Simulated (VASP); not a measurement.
# Si16HO32 (a cell with a defect) in VASP: notebook

Si16HO32 (a cell with a defect) is run at these levels: PBEsol; tasks: single point.

All numbers are computed with VASP 6.6.1; they aren't measurements. Logs are shortened: lines on timing, memory, paths and dates and some standing lists are left out, and cuts for length are marked.

## (1) The cell of the first run

The cell holds a defect, 49 atoms: a = 10.078 Å, b = 8.764 Å, c = 8.235 Å, α = 90.00°, β = 90.00°, γ = 90.00°.

## (2) Single point, PBEsol, collinear spin, ferromagnetic start

File INCAR:

```
  ALGO = Normal
  EDIFF = 1E-6
  ENCUT = 520
  GGA = PS
  GGA_COMPAT = F
  ISIF = 2
  ISMEAR = -1
  ISPIN = 2
  LASPH = T
  LCHARG = F
  LORBIT = 11
  LREAL = Auto
  LWAVE = F
  MAGMOM = 0 0 0 0 0 0 0 0 0 0 0 0 0 0 0 0 0 0 0 0 0 0 0 0 0 0 0 0 0 0 0 0 0 0 0 0 0 0 0 0 0 0 0 0 0 0 0 0 1
  NBANDS = 162
  NELM = 200
  PREC = Accurate
  SIGMA = 0.05
```

File KPOINTS:

```
k-points
0
Gamma
  1 1 1
```

File POSCAR:

```
Si16HO32
1.0
  -10.0780000000      0.0000000000      0.0000000000
    0.0000000000     -8.7640000000      0.0000000000
    0.0000000000      0.0000000000      8.2350000000
Si O H
16 32 1
Direct
    0.4967850764      0.3478548608      0.5734911961
    0.5641595555      0.6417389320      0.0466059502
    0.5337269299      0.3006275673      0.9378992107
    0.4940365152      0.6718165221      0.4214207650
    0.2421016075      0.8482884528      0.5470309654
    0.2635245088      0.1396508444      0.0445780206
    0.3060527883      0.7983911456      0.9333576199
    0.2489382814      0.1878023733      0.4228901032
    0.9918932328      0.3484596075      0.5470916818
    0.0635741218      0.6503993610      0.0649301761
    0.0127703910      0.3105203104      0.9363205829
    0.9814248859      0.6917275217      0.4330054645
    0.7474399682      0.8391602008      0.5616272010
    0.7562611629      0.1408375171      0.0614329083
    0.8154991070      0.7983226837      0.9339890710
    0.7484123834      0.1690324053      0.4197449909
    0.5393530462      0.6906207211      0.2272616879
    0.4895018853      0.3852806937      0.7649787492
    0.4514288549      0.5059561844      0.4621007893
    0.5476582655      0.4432679142      0.0553612629
    0.6318714031      0.2907005933      0.4951548270
    0.4622246477      0.7306366956      0.9392835458
    0.4169775749      0.1882017344     -0.0120947177
    0.6227128398      0.7047010497      0.5335154827
    0.2301746378      0.2237676860      0.2206071645
    0.2749950387      0.8289707896      0.7384092289
    0.2113117682      0.0179940666      0.4759198543
    0.2882218694     -0.0453560018      0.0447965999
    0.3632268307      0.7935303514      0.4263266545
    0.1437884501      0.1897307166      0.9350941105
    0.2150625124      0.6571999087     -0.0052216151
    0.3978765628      0.2182565039      0.5046994536
    0.0265429649      0.6528069375      0.2497510625
   -0.0394820401      0.3297238704      0.7482331512
    0.9781008137      0.5193633044      0.5282817243
    0.0359099028      0.4718507531      0.0053794778
    0.1472812066      0.3086604290      0.5164177292
    0.9712145267      0.7705157462      0.9541347905
    0.9047430046      0.2268370607      0.0399149970
    0.0903949196      0.7728890917      0.5306010929
    0.7103691209      0.1957667732      0.2338190650
    0.8085433618      0.8247375628      0.7336247723
    0.7022226632      0.0227635783      0.5265330905
    0.7736554872     -0.0408489274      0.0347176685
    0.8645564596      0.7956983113      0.4251487553
    0.6556658067      0.1939753537      0.9226350941
    0.7284084144      0.6650616157      0.0010200364
    0.9123238738      0.1996120493      0.4544505161
    0.0267910300     -0.0134755819      0.2215664845
```

Potentials or basis: VASP PAW PBE potentials, release 64 (Si, O, H).

The run is started by

```bash
$ cat potpaw_PBE.64/Si/POTCAR potpaw_PBE.64/O/POTCAR potpaw_PBE.64/H/POTCAR > POTCAR
$ mpirun -np 1 vasp_gam > vasp.out
```

OUTCAR:

```text
EDIFF = 1E-6
   ENCUT = 520
   GGA = PS
   ISIF = 2
   ISMEAR = -1
   ISPIN = 2
   LASPH = T
   LORBIT = 11
   LREAL = Auto
   NELM = 200
   PREC = Accurate

 ion  position               nearest neighbor table
   1  0.497  0.348  0.573-  21 1.59  18 1.61  32 1.61  19 1.72   3 3.05   4 3.10   8 3.12
   2  0.564  0.642  0.047-  22 1.56  17 1.57  47 1.71  20 1.75  15 3.03   7 3.09   3 3.14
   3  0.534  0.301  0.938-  46 1.55  20 1.59  23 1.59  18 1.67  14 2.83   1 3.05   2 3.14
   4  0.494  0.672  0.421-  19 1.55  24 1.62  17 1.67  29 1.70   1 3.10   5 3.15
   5  0.242  0.848  0.547-  26 1.62  27 1.63  29 1.65  40 1.67  12 3.11   8 3.15   4 3.15
   6  0.264  0.140  0.045-  30 1.57  28 1.64  25 1.66  23 1.67  11 3.07   8 3.15
   7  0.306  0.798  0.933-  31 1.62  26 1.66  28 1.66  22 1.68  10 2.97   2 3.09
   8  0.249  0.188  0.423-  27 1.60  37 1.66  32 1.67  25 1.71   9 3.12   1 3.12   5 3.15   6 3.15

   9  0.992  0.348  0.547-  35 1.51  37 1.62  34 1.69  48 1.71  16 3.10   8 3.12
  10  0.064  0.650  0.065-  33 1.57  31 1.63  36 1.66  38 1.68   7 2.97  15 3.02
  11  0.013  0.311  0.936-  36 1.54  39 1.57  34 1.64  30 1.69   6 3.07
  12  0.981  0.692  0.433-  45 1.49  40 1.54  33 1.61  35 1.70  13 2.89   5 3.11
  13  0.747  0.839  0.562-  42 1.55  45 1.67  43 1.70  24 1.74  12 2.89  16 3.12
  14  0.756  0.141  0.061-  41 1.57  46 1.60  44 1.62  39 1.68   3 2.83  16 2.96
  15  0.815  0.798  0.934-  47 1.56  38 1.60  42 1.67  44 1.69  10 3.02   2 3.03
  16  0.748  0.169  0.420-  41 1.60  43 1.62  48 1.70  21 1.70  14 2.96   9 3.10  13 3.12
  17  0.539  0.691  0.227-   2 1.57   4 1.67
  18  0.490  0.385  0.765-   1 1.61   3 1.67
  19  0.451  0.506  0.462-   4 1.55   1 1.72
  20  0.548  0.443  0.055-   3 1.59   2 1.75
  21  0.632  0.291  0.495-   1 1.59  16 1.70
  22  0.462  0.731  0.939-   2 1.56   7 1.68
[... 24 lines left out ...]
  47  0.728  0.665  0.001-  15 1.56   2 1.71
  48  0.912  0.200  0.454-  16 1.70   9 1.71
  49  0.027  0.987  0.222-

  LATTYP: Found a simple orthorhombic cell.
 ALAT       =     8.2350000000
 B/A-ratio  =     1.0642380085
 C/A-ratio  =     1.2238008500

  Lattice vectors:

 A1 = (   0.0000000000,   0.0000000000,  -8.2350000000)
 A2 = (   0.0000000000,  -8.7640000000,   0.0000000000)
 A3 = ( -10.0780000000,   0.0000000000,   0.0000000000)

Analysis of symmetry for initial positions (statically):
=====================================================================
 Subroutine PRICEL returns:
 Original cell was already a primitive cell.

 Routine SETGRP: Setting up the symmetry group for a
 simple orthorhombic supercell.

 Subroutine GETGRP returns: Found  1 space group operations
 (whereof  1 operations were pure point group operations)
 out of a pool of  8 trial point group operations.

The static configuration has the point symmetry C_1 .

Analysis of symmetry for dynamics (positions and initial velocities):
=====================================================================
 Subroutine PRICEL returns:
 Original cell was already a primitive cell.

 Routine SETGRP: Setting up the symmetry group for a
 simple orthorhombic supercell.

 Subroutine GETGRP returns: Found  1 space group operations
 (whereof  1 operations were pure point group operations)
 out of a pool of  8 trial point group operations.

The dynamic configuration has the point symmetry C_1 .

Analysis of structural, dynamic, and magnetic symmetry:
=====================================================================
 Subroutine PRICEL returns:
 Original cell was already a primitive cell.

 Routine SETGRP: Setting up the symmetry group for a
 simple orthorhombic supercell.

 Subroutine GETGRP returns: Found  1 space group operations
 (whereof  1 operations were pure point group operations)
 out of a pool of  8 trial point group operations.

The overall configuration has the point symmetry C_1 .

 Subroutine INISYM returns: Found  1 space group operations
 (whereof  1 operations are pure point group operations),
 and found     1 'primitive' translations

----------------------------------------------------------------------------------------

                                     Primitive cell

  volume of cell :     727.3448

  direct lattice vectors                    reciprocal lattice vectors
   -10.078000000  0.000000000  0.000000000    -0.099226037  0.000000000  0.000000000
     0.000000000 -8.764000000  0.000000000     0.000000000 -0.114103149  0.000000000
[... 147 lines left out ...]
   ISTART =      0    job   : 0-new  1-cont  2-samecut
   ICHARG =      2    charge: 1-file 2-atom 10-const
   ISPIN  =      2    spin polarized calculation?
   LNONCOLLINEAR =      F non collinear calculations
   LSORBIT =      F    spin-orbit coupling
   LASPH  =      T    aspherical Exc in radial PAW
   ENCUT  =  520.0 eV  38.22 Ry    6.18 a.u.  18.74 16.30 15.31*2*pi/ulx,y,z
   NELM   =    200;   NELMIN=  2; NELMDL= -5     # of ELM steps
   EDIFF  = 0.1E-05   stopping-criterion for ELM
   LREAL  =      T    real-space projection
   EDIFFG = 0.1E-04   stopping-criterion for IOM
   NSW    =      0    number of steps for IOM
   IBRION =     -1    ionic relax: 0-MD 1-quasi-New 2-CG
   NFREE  =      0    steps in history (QN), initial steepest desc. (CG)
   ISIF   =      2    stress and relaxation
   ISYM   =      2    0-nonsym 1-usesym 2-fastsym
   POTIM  = 0.5000    time-step for ionic-motion
   TEBEG  =    0.0;   TEEND  =   0.0 temperature during run
   PSTRESS=    0.0 pullay stress
   NELECT =     257.0000    total number of electrons
   NUPDOWN=      -1.0000    fix difference up-down
   EMIN   =  10.00;   EMAX   =-10.00  energy-range for DOS
   EFERMI =   0.00;   METHOD = LEGACY
   ISMEAR =    -1;   SIGMA  =   0.05  broadening in eV -4-tet -1-fermi 0-gaus
   EFERMI_NEDOS =   21; number of points for ismear=-14 and -15
   IALGO  =     38    algorithm
   IMIX   =      4    mixing-type and parameters
     AMIX     =   0.40;   BMIX     =  1.00
     AMIX_MAG =   1.60;   BMIX_MAG =  1.00
  volume/ion in A,a.u.               =      14.84       100.17
  Fermi-wavevector in a.u.,A,eV,Ry     =   1.157371  2.187113 18.225094  1.339507
  Thomas-Fermi vector in A             =   2.293983
   LORBIT       =     11    0 simple, 1 ext, 2 COOP (PROOUT), +10 PAW based schemes
   GGA     = PS    functional components
   LHFCALC =     F    Hartree Fock is set to
   AEXX    =    0.0000 exact exchange contribution
   IVDW    =     0    specifies the selected vdW correction
   LEPSILON=     F    determine dielectric tensor
   LRPA    =     F    only Hartree local field effects (RPA)
 spin polarized calculation
  energy-cutoff  :      520.00
  volume of cell :      727.34
 maximum number of plane-waves:      9818
 NGX is ok and might be reduce to    80
   NGX = 37   NGY = 33   NGZ = 31

 number of electron     257.0000007 magnetization       1.0000000

 Free energy of the ion-electron system (eV)
  ---------------------------------------------------
  ext. energy  EPLUGINS =         0.00000000
  ---------------------------------------------------
  free energy    TOTEN  =      -389.41841254 eV

  energy without entropy =     -389.41841254  energy(sigma->0) =     -389.41841254

 E-fermi :   1.4130     XC(G=0):  -8.3374

 val. band max:        0.2435867553   @ k =   0.0000   0.0000   0.0000
 cond. band min:       4.2949452334   @ k =   0.0000   0.0000   0.0000
 fundamental gap:      4.0513584781
 Fermi energy:         1.4130473971

 spin component 1

 k-point     1 :       0.0000    0.0000    0.0000
  band No.  band energies     occupation
      1     -19.8815      1.00000
      2     -19.6342      1.00000
      3     -19.3670      1.00000
      4     -19.2099      1.00000
      5     -19.0430      1.00000
      6     -18.9659      1.00000
[... 132 lines left out ...]
    139       8.0097      0.00000
    140       8.1562      0.00000
 Fermi energy:         1.4130473971

 spin component 2

 k-point     1 :       0.0000    0.0000    0.0000
  band No.  band energies     occupation
      1     -19.8775      1.00000
      2     -19.6324      1.00000
      3     -19.3652      1.00000
      4     -19.2076      1.00000
      5     -19.0398      1.00000
      6     -18.9649      1.00000
[... 132 lines left out ...]
    139       8.0223      0.00000
    140       8.1676      0.00000
 [bands above 140 left out]

------------------------ aborting loop because EDIFF is reached ----------------------------------------

  FORCE on cell =-STRESS in cart. coord.  units (eV):
  Direction    XX          YY          ZZ          XY          YZ          ZX
  --------------------------------------------------------------------------------------
  -------------------------------------------------------------------------------------
  Total       -0.4936396     -1.7894818     -2.3388290      3.8624529      1.0509405     -3.3919402
  in kB       -1.0873772     -3.9418267     -5.1519154      8.5081169      2.3149860     -7.4716830
  external PRESSURE =      -3.3937065 kB  Pullay stress =       0.0000000 kB

 VOLUME and BASIS-vectors are now :
 -----------------------------------------------------------------------------
  energy-cutoff  :      520.00
  volume of cell :      727.34
      direct lattice vectors                 reciprocal lattice vectors
   -10.078000000  0.000000000  0.000000000    -0.099226037  0.000000000  0.000000000
     0.000000000 -8.764000000  0.000000000     0.000000000 -0.114103149  0.000000000
     0.000000000  0.000000000  8.235000000     0.000000000  0.000000000  0.121432908

 POSITION                                       TOTAL-FORCE (eV/Angst)
 -----------------------------------------------------------------------------------
     -5.00660     -3.04860      4.72270         0.758616     -1.313496     -2.254525
     -5.68560     -5.62420      0.38380        -2.151666      3.982613      0.871025
     -5.37890     -2.63470      7.72360         3.125224     -2.170489     -1.244848
     -4.97890     -5.88780      3.47040         0.409787     -2.165187     -2.114901
     -2.43990     -7.43440      4.50480         1.088341     -0.093979     -0.491637
     -2.65580     -1.22390      0.36710        -2.451616     -0.320772      1.100651
[... 41 lines left out ...]
     -9.19440     -1.74940      3.74240         1.863994     -1.659606      0.003065
     -0.27000     -8.64590      1.82460        -0.007400     -0.015564     -0.012052
 -----------------------------------------------------------------------------------
    total drift:                               -0.008850     -0.006365     -0.004277

  FREE ENERGIE OF THE ION-ELECTRON SYSTEM (eV)
  ---------------------------------------------------
  free  energy   TOTEN  =      -389.4184125414 eV

  energy  without entropy=     -389.4184125413  energy(sigma->0) =     -389.41841254

 total charge

# of ion       s       p       d       tot
------------------------------------------
    1        0.644   0.981   0.000   1.626
    2        0.642   0.970   0.000   1.611
    3        0.671   1.065   0.000   1.736
    4        0.647   0.987   0.000   1.634
    5        0.630   0.951   0.000   1.581
    6        0.643   0.978   0.000   1.621
[... 41 lines left out ...]
   48        1.550   3.554   0.000   5.105
   49        0.372   0.001   0.000   0.372
--------------------------------------------------
tot         60.183 133.043   0.000 193.226

 magnetization (x)

# of ion       s       p       d       tot
------------------------------------------
    1        0.000   0.000   0.000   0.000
    2        0.000   0.000   0.000   0.000
    3        0.000   0.000   0.000   0.000
    4        0.000   0.000   0.000   0.000
    5        0.000   0.000   0.000   0.000
    6       -0.000  -0.000   0.000  -0.000
[... 41 lines left out ...]
   48        0.001   0.003   0.000   0.004
   49        0.365   0.000   0.000   0.365
--------------------------------------------------
tot          0.373   0.050   0.000   0.422
```

Wall time 4.2 min (1 thread of Intel Xeon 6975P-C (Granite Rapids), shared host); peak memory 0.96 GiB.

Results:

```yaml
Free_energy: -389.4184 eV
Pressure: -0.3 GPa
Largest_force: 6.937 eV/Å
Band_gap_on_the_k_mesh: 4.05 eV
Net_moment: 1.00 μB per cell
Site_moments: Si +0.00, -0.00; O +0.00, +0.01, -0.00; H +0.36 μB
Valence_electrons_inside_the_program's_atomic_spheres: Si 1.63, 1.61, 1.74, 1.58, 1.62, 1.56, 1.57, 1.65, 1.68, 1.78, 1.67, 1.64; O 5.24, 5.19, 5.21, 5.17, 5.22, 5.15, 5.14, 5.20, 5.18, 5.27, 5.25, 5.26, 5.23, 5.16, 5.28, 5.11; H 0.37
```

Forces on the atoms (eV/Å):
```
Si   0.759 -1.313 -2.255
Si  -2.152  3.983  0.871
Si   3.125 -2.170 -1.245
Si   0.410 -2.165 -2.115
Si   1.088 -0.094 -0.492
Si  -2.452 -0.321  1.101
Si  -1.071 -0.711 -0.911
Si  -0.081 -1.968  0.189
Si  -0.791  5.434  2.942
Si   0.747  1.956 -3.001
Si  -0.760  1.947 -3.121
Si  -3.747  5.835 -0.163
Si   2.283 -0.250 -3.045
Si  -3.719  0.310 -2.175
Si  -0.514 -3.489 -0.812
Si   0.698 -2.267  2.960
O    0.176 -0.509  2.625
O   -0.513  0.595 -0.443
O    0.440  2.944  1.759
O   -0.585 -3.265  0.447
O   -3.040  0.208  0.088
O    1.864 -1.379 -1.537
O    2.204  0.349  0.600
O   -1.993 -2.778  0.786
O   -0.883  1.381  1.727
O   -0.509 -0.283  0.893
O    0.034  0.518  0.202
O    0.517  1.436 -0.572
O   -0.721  1.214  1.017
O    1.458 -1.261 -1.213
O   -0.022 -1.199  0.905
O    1.957  0.539 -0.548
O   -0.317 -0.277  0.363
O   -0.385  0.560 -0.839
O    2.004 -5.400 -2.308
O   -0.439 -2.995  1.477
O   -0.799  0.738 -0.939
O   -1.565  1.061  1.366
O    2.897  1.792  1.132
O   -4.129 -1.518  1.440
O    0.505  0.754  0.679
O   -0.031  0.296  2.715
O   -0.661  2.923 -0.366
O   -0.237  1.365 -0.518
O    6.070 -3.017  0.608
O   -1.983  0.776 -0.696
O    3.006  1.391  0.427
O    1.864 -1.660  0.003
H   -0.007 -0.016 -0.012
```

Stress tensor (GPa, compression positive):
```
-0.11  0.85 -0.75
 0.85 -0.39  0.23
-0.75  0.23 -0.52
```

Caveat: the k points lie up to 0.76 Å⁻¹ apart; the PAW data sets were made with another functional, which shifts forces and pressure a little.

(Part 1 of 2 ends here.)
